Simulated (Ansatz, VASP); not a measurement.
# Sn in VASP and in Ansatz

File INCAR:

```
PREC = Accurate
ENCUT = 520
EDIFF = 1E-7
ISMEAR = 0
SIGMA = 0.15
LREAL = F
LASPH = T
NELM = 80
ALGO = Fast
ISIF = 2
LWAVE = F
LCHARG = F
GGA = PS
IVDW = 12
NBANDS = 13
```

Contents of KPOINTS:

```
Automatic mesh
0
Gamma
  20 20 20
```

Contents of POSCAR:

```
Sn
1.0
   -1.7829356241      1.7829356241      2.1395227489
    1.7829356241     -1.7829356241      2.1395227489
    1.7829356241      1.7829356241     -2.1395227489
Sn
1
Direct
    0.0000000000      0.0000000000      0.0000000000
```

Input for Ansatz:

```yaml
crystal:
  lattice:
    - [-1.7829356241, 1.7829356241, 2.1395227489]
    - [1.7829356241, -1.7829356241, 2.1395227489]
    - [1.7829356241, 1.7829356241, -2.1395227489]
  atoms:
    - { symbol: Sn, position: [0.0, 0.0, 0.0] }
basis:
  ecutwfc: 420
kpoints:
  mp_grid: { grid: [20, 20, 20] }
hamiltonian:
  xc: pbesol
  dispersion: d3bj
scf:
  occupations: { method: gaussian, width: 0.15 }
output:
  forces: true
  stress: true
  eigenvalues: true
```

Alike in both runs: task single point; functional PBEsol; dispersion D3(BJ); k mesh 20 × 20 × 20; occupations gaussian, width 0.15 eV; no spin polarisation.

|  | VASP | Ansatz |
| --- | --- | --- |
| version | VASP 6.6.1 | Ansatz 0.2.0 |
| potentials or method | VASP PAW PBE potentials, release 64 (Sn_d), cutoff 520 eV | scalar-relativistic, plane waves, PAW |
| valence electrons in the cell | 14 | 14 |

VASP gave:

- gap on the k mesh at the Fermi level (eV): none
- pressure (GPa): -4.1
- traceless stress, the component that is largest in VASP (GPa): 0.07

Question: Which values does Ansatz return?

Answer: gap on the k mesh at the Fermi level (eV): none; pressure (GPa): -4.0; traceless stress, the component that is largest in VASP (GPa): 0.06.

VASP's potentials were made for PBE, not for PBEsol. A gap of «none» marks a metal or a gap that the smearing closes.
